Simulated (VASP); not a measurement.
# SnO2 (I4/m) in VASP: single point with PBE

Aim: the single point of SnO2 with PBE.

Program: VASP 6.6.1. These are calculated values, not measurements. Logs are shortened: lines on timing, memory, paths and dates and some standing lists are left out, and cuts for length are marked.

### Step 1. The cell of the first run

It takes space group I4/m (No. 87, tetragonal). Conventional cell: a = 10.806 Å, b = 10.806 Å, c = 3.228 Å, α = 90.00°, β = 90.00°, γ = 90.00°. Within 2.7 Å of Sn (site symmetry m) lie 6 O at 2.07 to 2.14 Å. O (site symmetry m) has 3 Sn at 2.07 to 2.11 Å and 1 O at 2.69 Å within 2.7 Å. Within 2.8 Å of O (site symmetry m) lie 3 Sn at 2.10 to 2.14 Å and 3 O at 2.69 to 2.73 Å.

### Step 2. Single point, PBE

INCAR reads:

```
PREC = Accurate ; ENCUT = 600
EDIFF = 1E-6 ; ISMEAR = -1
SIGMA = 0.02 ; LREAL = False
LASPH = True ; NELM = 120
ALGO = Normal ; ISIF = 2
LWAVE = False ; LCHARG = False
GGA = PE ; NBANDS = 64
GGA_COMPAT = False ; KPAR = 4
```

KPOINTS reads:

```
Automatic mesh
0
Gamma
  8 8 8
```

POSCAR reads:

```
SnO2
1.0
   -5.4029641467      5.4029641467      1.6142399772
    5.4029641467     -5.4029641467      1.6142399772
    5.4029641467      5.4029641467     -1.6142399772
Sn O
4 8
Direct
    0.3494224203      0.1660354260      0.5154578463
    0.8339645740      0.3494224203      0.1833869943
    0.1660354260      0.6505775797      0.8166130057
    0.6505775797      0.8339645740      0.4845421537
    0.1604795250      0.4587323953      0.6192119203
    0.5412676047      0.1604795250      0.7017471297
    0.4587323953      0.8395204750      0.2982528703
    0.8395204750      0.5412676047      0.3807880797
    0.8437592400      0.7902544793      0.6340137193
    0.2097455207      0.8437592400      0.0535047607
    0.1562407600      0.2097455207      0.3659862807
    0.7902544793      0.1562407600      0.9464952393
```

Potentials or basis: VASP PAW PBE potentials, release 64 (Sn_d, O).

Run with:

```sh
$ cat potpaw_PBE.64/Sn_d/POTCAR potpaw_PBE.64/O/POTCAR > POTCAR
$ mpirun -np 4 vasp_std > vasp.out
```

OUTCAR:

```text
PREC = Accurate
   ENCUT = 600
   EDIFF = 1E-6
   ISMEAR = -1
   LREAL = False
   LASPH = True
   NELM = 120
   ISIF = 2
   GGA = PE

 ion  position               nearest neighbor table
   1  0.349  0.166  0.515-   6 2.07   9 2.10   9 2.10   8 2.11   8 2.11  11 2.14   4 3.24   4 3.24

   2  0.834  0.349  0.183-   8 2.07  10 2.10  10 2.10   7 2.11   7 2.11  12 2.14   3 3.24   3 3.24

   3  0.166  0.651  0.817-   5 2.07  12 2.10  12 2.10   6 2.11   6 2.11  10 2.14   2 3.24   2 3.24

   4  0.651  0.834  0.485-   7 2.07  11 2.10  11 2.10   5 2.11   5 2.11   9 2.14   1 3.24   1 3.24

   5  0.160  0.459  0.619-   3 2.07   4 2.11   4 2.11
   6  0.541  0.160  0.702-   1 2.07   3 2.11   3 2.11
   7  0.459  0.840  0.298-   4 2.07   2 2.11   2 2.11
   8  0.840  0.541  0.381-   2 2.07   1 2.11   1 2.11
   9  0.844  0.790  0.634-   1 2.10   1 2.10   4 2.14
  10  0.210  0.844  0.054-   2 2.10   2 2.10   3 2.14
  11  0.156  0.210  0.366-   4 2.10   4 2.10   1 2.14
  12  0.790  0.156  0.946-   3 2.10   3 2.10   2 2.14

  LATTYP: Found a body centered tetragonal cell.
 ALAT       =    10.8059282934
 C/A-ratio  =     0.2987693298

  Lattice vectors:

 A1 = (  -5.4029641467,   5.4029641467,   1.6142399772)
 A2 = (   5.4029641467,  -5.4029641467,   1.6142399772)
 A3 = (   5.4029641467,   5.4029641467,  -1.6142399772)

Analysis of symmetry for initial positions (statically):
=====================================================================
 Subroutine PRICEL returns:
 Original cell was already a primitive cell.

 Routine SETGRP: Setting up the symmetry group for a
 body centered tetragonal supercell.

 Subroutine GETGRP returns: Found  8 space group operations
 (whereof  8 operations were pure point group operations)
 out of a pool of 16 trial point group operations.

The static configuration has the point symmetry C_4h.

Analysis of symmetry for dynamics (positions and initial velocities):
=====================================================================
 Subroutine PRICEL returns:
 Original cell was already a primitive cell.

 Routine SETGRP: Setting up the symmetry group for a
 body centered tetragonal supercell.

 Subroutine GETGRP returns: Found  8 space group operations
 (whereof  8 operations were pure point group operations)
 out of a pool of 16 trial point group operations.

The dynamic configuration has the point symmetry C_4h.

 Subroutine INISYM returns: Found  8 space group operations
 (whereof  8 operations are pure point group operations),
 and found     1 'primitive' translations

----------------------------------------------------------------------------------------

                                     Primitive cell

  volume of cell :     188.4917

  direct lattice vectors                    reciprocal lattice vectors
    -5.402964147  5.402964147  1.614239977     0.000000000  0.092541795  0.309743289
     5.402964147 -5.402964147  1.614239977     0.092541795  0.000000000  0.309743289
     5.402964147  5.402964147 -1.614239977     0.092541795  0.092541795  0.000000000

  length of vectors
     7.809597547  7.809597547  7.809597547     0.323272159  0.323272159  0.130873861

  position of ions in fractional coordinates (direct lattice)
     0.349422420  0.166035426  0.515457846
     0.833964574  0.349422420  0.183386994
     0.166035426  0.650577580  0.816613006
     0.650577580  0.833964574  0.484542154
     0.160479525  0.458732395  0.619211920
     0.541267605  0.160479525  0.701747130
     0.458732395  0.839520475  0.298252870
     0.839520475  0.541267605  0.380788080
     0.843759240  0.790254479  0.634013719
     0.209745521  0.843759240  0.053504761
     0.156240760  0.209745521  0.365986281
     0.790254479  0.156240760  0.946495239

  ion indices of the primitive-cell ions
   primitive index   ion index
                 1           1
                 2           2
                 3           3
                 4           4
                 5           5
                 6           6
                 7           7
                 8           8
                 9           9
                10          10
                11          11
                12          12

----------------------------------------------------------------------------------------

 KPOINTS: Automatic mesh

Automatic generation of k-mesh.
 Grid dimensions read from file:
 generate k-points for:    8    8    8

 Generating k-lattice:

  Cartesian coordinates                     Fractional coordinates (reciprocal lattice)
     0.000000000  0.011567724  0.038717911     0.125000000  0.000000000  0.000000000
     0.011567724  0.000000000  0.038717911     0.000000000  0.125000000  0.000000000
     0.011567724  0.011567724  0.000000000     0.000000000  0.000000000  0.125000000

  Length of vectors
     0.040409020  0.040409020  0.016359233

  Shift w.r.t. Gamma in fractional coordinates (k-lattice)
     0.000000000  0.000000000  0.000000000

 Subroutine IBZKPT returns following result:
 ===========================================

 Found     78 irreducible k-points:

 Following reciprocal coordinates:
            Coordinates               Weight
  0.000000  0.000000  0.000000      1.000000
  0.125000  0.000000  0.000000      8.000000
  0.250000  0.000000  0.000000      8.000000
  0.375000  0.000000 -0.000000      8.000000
  0.500000  0.000000  0.000000      4.000000
  0.125000  0.125000  0.000000      8.000000
[... 16 lines left out ...]
 -0.375000  0.250000  0.000000      8.000000
 -0.250000  0.375000 -0.000000      8.000000
 [... further k-points ...]
   k-points           NKPTS =     78   k-points in BZ     NKDIM =     78   number of bands    NBANDS=     64
   number of dos      NEDOS =    301   number of ions     NIONS =     12
   total plane-waves  NPLWV = 262144
   dimension x,y,z NGX =    64 NGY =   64 NGZ =   64
   dimension x,y,z NGXF=   128 NGYF=  128 NGZF=  128
   ions per type =               4   8
   NGX,Y,Z   is equivalent  to a cutoff of  13.62, 13.62, 13.62 a.u.
   NGXF,Y,Z  is equivalent  to a cutoff of  27.25, 27.25, 27.25 a.u.
 SYSTEM =  unknown system
   PREC   = accura    normal or accurate (medium, high low for compatibility)
   ISTART =      0    job   : 0-new  1-cont  2-samecut
   ICHARG =      2    charge: 1-file 2-atom 10-const
   ISPIN  =      1    spin polarized calculation?
   LNONCOLLINEAR =      F non collinear calculations
   LSORBIT =      F    spin-orbit coupling
   LASPH  =      T    aspherical Exc in radial PAW
   ENCUT  =  600.0 eV  44.10 Ry    6.64 a.u.  15.60 15.60 15.60*2*pi/ulx,y,z
   NELM   =    120;   NELMIN=  2; NELMDL= -5     # of ELM steps
   EDIFF  = 0.1E-05   stopping-criterion for ELM
   LREAL  =      F    real-space projection
   EDIFFG = 0.1E-04   stopping-criterion for IOM
   NSW    =      0    number of steps for IOM
   IBRION =     -1    ionic relax: 0-MD 1-quasi-New 2-CG
   NFREE  =      0    steps in history (QN), initial steepest desc. (CG)
   ISIF   =      2    stress and relaxation
   ISYM   =      2    0-nonsym 1-usesym 2-fastsym
   POTIM  = 0.5000    time-step for ionic-motion
   TEBEG  =    0.0;   TEEND  =   0.0 temperature during run
   PSTRESS=    0.0 pullay stress
   NELECT =     104.0000    total number of electrons
   NUPDOWN=      -1.0000    fix difference up-down
   EMIN   =  10.00;   EMAX   =-10.00  energy-range for DOS
   EFERMI =   0.00;   METHOD = LEGACY
   ISMEAR =    -1;   SIGMA  =   0.02  broadening in eV -4-tet -1-fermi 0-gaus
   EFERMI_NEDOS =   21; number of points for ismear=-14 and -15
   IALGO  =     38    algorithm
   IMIX   =      4    mixing-type and parameters
     AMIX     =   0.40;   BMIX     =  1.00
     AMIX_MAG =   1.60;   BMIX_MAG =  1.00
  volume/ion in A,a.u.               =      15.71       106.00
  Fermi-wavevector in a.u.,A,eV,Ry     =   1.342729  2.537391 24.530249  1.802922
  Thomas-Fermi vector in A             =   2.470860
   LORBIT       =      0    0 simple, 1 ext, 2 COOP (PROOUT), +10 PAW based schemes
   GGA     = PE    functional components
   LHFCALC =     F    Hartree Fock is set to
   AEXX    =    0.0000 exact exchange contribution
   IVDW    =     0    specifies the selected vdW correction
   LEPSILON=     F    determine dielectric tensor
   LRPA    =     F    only Hartree local field effects (RPA)
 non-spin polarized calculation
  energy-cutoff  :      600.00
  volume of cell :      188.49
 maximum number of plane-waves:      6329
 NGX is ok and might be reduce to    64
   NGX = 31   NGY = 31   NGZ = 31

 number of electron     104.0000013 magnetization

 Free energy of the ion-electron system (eV)
  ---------------------------------------------------
  ext. energy  EPLUGINS =         0.00000000
  ---------------------------------------------------
  free energy    TOTEN  =       -73.85335848 eV

  energy without entropy =      -73.85335848  energy(sigma->0) =      -73.85335848

 E-fermi :   2.8872     XC(G=0):  -9.3385

 val. band max:        2.4425516262   @ k =   0.5000   0.5000   0.5000
 cond. band min:       4.1415317714   @ k =   0.0000   0.0000   0.0000
 fundamental gap:      1.6989801452
 Fermi energy:         2.8871976724

 k-point     1 :       0.0000    0.0000    0.0000
  band No.  band energies     occupation
      1     -18.0338      2.00000
      2     -18.0338      2.00000
      3     -17.8733      2.00000
      4     -17.4951      2.00000
      5     -17.3849      2.00000
      6     -17.3415      2.00000
[... 56 lines left out ...]
     63      12.9225      0.00000
     64      12.9239      0.00000

 k-point     2 :       0.1250    0.0000    0.0000
  band No.  band energies     occupation
      1     -17.9939      2.00000
      2     -17.9795      2.00000
      3     -17.8391      2.00000
      4     -17.4569      2.00000
      5     -17.4466      2.00000
      6     -17.4413      2.00000
[... 1530 lines left out ...]
     63      12.5637      0.00000
     64      12.8542      0.00000

 [... further k-points ...]

------------------------ aborting loop because EDIFF is reached ----------------------------------------

  FORCE on cell =-STRESS in cart. coord.  units (eV):
  Direction    XX          YY          ZZ          XY          YZ          ZX
  --------------------------------------------------------------------------------------
  -------------------------------------------------------------------------------------
  Total        0.3280857      0.3280857      0.5906641      0.0000001     -0.0000000      0.0000000
  in kB        2.7887249      2.7887249      5.0206379      0.0000007     -0.0000000      0.0000000
  external PRESSURE =       3.5326959 kB  Pullay stress =       0.0000000 kB

 VOLUME and BASIS-vectors are now :
 -----------------------------------------------------------------------------
  energy-cutoff  :      600.00
  volume of cell :      188.49
      direct lattice vectors                 reciprocal lattice vectors
    -5.402964147  5.402964147  1.614239977     0.000000000  0.092541795  0.309743289
     5.402964147 -5.402964147  1.614239977     0.092541795  0.000000000  0.309743289
     5.402964147  5.402964147 -1.614239977     0.092541795  0.092541795  0.000000000

 POSITION                                       TOTAL-FORCE (eV/Angst)
 -----------------------------------------------------------------------------------
      1.79417      3.77583      0.00000        -0.004611      0.002073     -0.000000
     -1.62713      3.60880      1.61424         0.002073      0.004611     -0.000000
      7.03009      1.79417      0.00000        -0.002073     -0.004611      0.000000
      3.60880      1.62713      1.61424         0.004611     -0.002073     -0.000000
      4.95703      1.73413     -0.00000         0.009861     -0.004392     -0.000000
      1.73413      5.84890      0.00000        -0.004392     -0.009861      0.000000
      3.66883     -0.44593      1.61424         0.004392      0.009861     -0.000000
      0.44593      3.66883      1.61424        -0.009861      0.004392      0.000000
      3.13647      3.71464      1.61424         0.040968      0.029606      0.000000
      3.71464     -3.13647      1.61424         0.029606     -0.040968     -0.000000
      2.26650      1.68833      0.00000        -0.040968     -0.029606     -0.000000
      1.68833      8.53943      0.00000        -0.029606      0.040968      0.000000
 -----------------------------------------------------------------------------------
    total drift:                                0.000000     -0.000000      0.000000

  FREE ENERGIE OF THE ION-ELECTRON SYSTEM (eV)
  ---------------------------------------------------
  free  energy   TOTEN  =       -73.8533584766 eV

  energy  without entropy=      -73.8533584766  energy(sigma->0) =      -73.85335848
```

Run time: 13 min. Hardware: 4 MPI ranks of Intel Xeon Platinum 8259CL at 2.50GHz (Skylake/Cascade Lake), shared host; peak memory 1.1 GiB.

What came out:

```yaml
Free_energy: -73.8534 eV
Pressure: 0.4 GPa
Largest_force: 0.051 eV/Å
Band_gap_on_the_k_mesh: 1.70 eV (least direct gap 1.89 eV)
```

Forces on the atoms (eV/Å):
```
Sn  -0.005  0.002  0.000
Sn   0.002  0.005  0.000
Sn  -0.002 -0.005  0.000
Sn   0.005 -0.002  0.000
O    0.010 -0.004  0.000
O   -0.004 -0.010  0.000
O    0.004  0.010  0.000
O   -0.010  0.004  0.000
O    0.041  0.030  0.000
O    0.030 -0.041  0.000
O   -0.041 -0.030  0.000
O   -0.030  0.041  0.000
```

Levels at points of the mesh, in eV from the valence-band top:
```
           k point  band 50  band 51  band 52  band 53  band 54  band 55
(0.00, 0.00, 0.00)    -0.21    -0.21    -0.19     1.70     4.65     4.65
(0.50, 0.00, 0.00)    -0.40    -0.24    -0.22     5.33     5.34     5.79
(0.50, 0.50, 0.00)    -0.51    -0.20    -0.03     2.70     3.52     4.84
(0.50, 0.50, 0.50)    -0.56    -0.17     0.00     3.67     3.67     3.83
```

Caveat: spin-orbit coupling is left out, which moves the levels of the heavy elements. A k mesh can miss the band edges.
